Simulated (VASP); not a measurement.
BaBr:

```xyz
2
Lattice="3.3205 0.0000 0.0000 0.0000 4.2733 0.0000 0.0000 0.0000 4.9830" Properties=species:S:1:pos:R:3 pbc="T T T"
Ba    0.0000    2.1367    0.0000
Br    1.6602    0.0000    0.0000
```

| Quantity | Value |
| --- | --- |
| Program | VASP 6.6.1 |
| Task | relaxation of cell and atoms |
| Functional | PBE |
| Potentials or basis | VASP PAW PBE potentials, release 64 (Ba_sv, Br) |
| Cutoff | 600 eV |
| k mesh | 6 × 4 × 4 |
| Occupations | gaussian, width 0.1 eV |
| Spin | no spin polarisation |

At the start: pressure 29.8 GPa; volume 35.35 Å³/atom.

How do energy, volume and symmetry change on relaxing?

Over 10 steps the energy falls by 1556.5 meV/atom and the volume is 50.50 Å³/atom (+42.8 %); space group Pmmm (No. 47, to 0.05 Å).

Step by step:
| step | energy change (eV) | largest force (eV/Å) | pressure (GPa) | volume (Å³) |
| --- | --- | --- | --- | --- |
| 1 | 0.0000 | 0.0000 | 29.78 | 70.71 |
| 2 | -2.1871 | 0.0000 | -2.56 | 153.45 |
| 3 | -3.0265 | 0.0000 | -0.11 | 105.92 |
| 4 | -3.0609 | 0.0000 | -0.14 | 105.60 |
| 5 | -3.1000 | 0.0000 | -0.16 | 104.54 |
| 6 | -3.1074 | 0.0000 | -0.16 | 103.88 |
| 7 | -3.1121 | 0.0000 | -0.21 | 102.28 |
| 8 | -3.1120 | 0.0000 | -0.20 | 102.40 |
| 9 | -3.1128 | 0.0000 | 0.05 | 100.61 |
| 10 | -3.1129 | 0.0000 | -0.01 | 100.99 |

Final structure:
```
Ba Br
1.0
     4.53266    0.00000    0.00000
     0.00000    4.79364    0.00000
     0.00000    0.00000    4.64795
Ba Br
1 1
Direct
  0.00000 0.50000 0.00000
  0.50000 0.00000 0.00000
```

Caveat: the k points lie up to 0.34 Å⁻¹ apart in the final cell; the volume moved by over 15 % at a fixed basis, so the end points are rough; an odd number of electrons without spin polarisation forces a metal; a magnetic or distorted state may lie lower.
